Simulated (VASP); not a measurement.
ZrC, 2 atoms in the cell. It takes space group I4/mmm (No. 139, tetragonal). The conventional cell has a = 3.191 Å, b = 3.191 Å, c = 4.888 Å, α = 90.00°, β = 90.00°, γ = 90.00°. Zr (site symmetry 4/mmm) has 6 C at 2.26 to 2.44 Å within 3.0 Å. Within 3.0 Å of C (site symmetry 4/mmm) lie 6 Zr at 2.26 to 2.44 Å.  This cell differs from its parent crystal: strain -0.040 along x and y, +0.040 along z.

| Quantity | Value |
| --- | --- |
| Program | VASP 6.6.1 |
| Task | single point |
| Functional | PBE |
| Potentials or basis | VASP PAW PBE potentials, release 64 (Zr_sv, C) |
| Cutoff | 520 eV |
| k mesh | 18 × 18 × 18 |
| Occupations | gaussian, width 0.15 eV |
| Spin | no spin polarisation |
| Dipole correction | no |
| Further INCAR settings | ALGO = Normal; EDIFF = 1e-06; NBANDS = 15 |

Potentials or basis: VASP PAW PBE potentials, release 64 (Zr_sv, C).

Launch:

```console
$ cat potpaw_PBE.64/Zr_sv/POTCAR potpaw_PBE.64/C/POTCAR > POTCAR
$ mpirun -np 1 vasp_std > vasp.out
```

Hardware: 1 thread of Intel(R) Xeon(R) 6975P-C (Granite Rapids) (shared host).

How long does it take, and how much memory?

Run time: 70 s on 1 thread of Intel(R) Xeon(R) 6975P-C (Granite Rapids) (shared host), peak memory 0.3 GiB. Counts: scf iterations 13, k points 480.
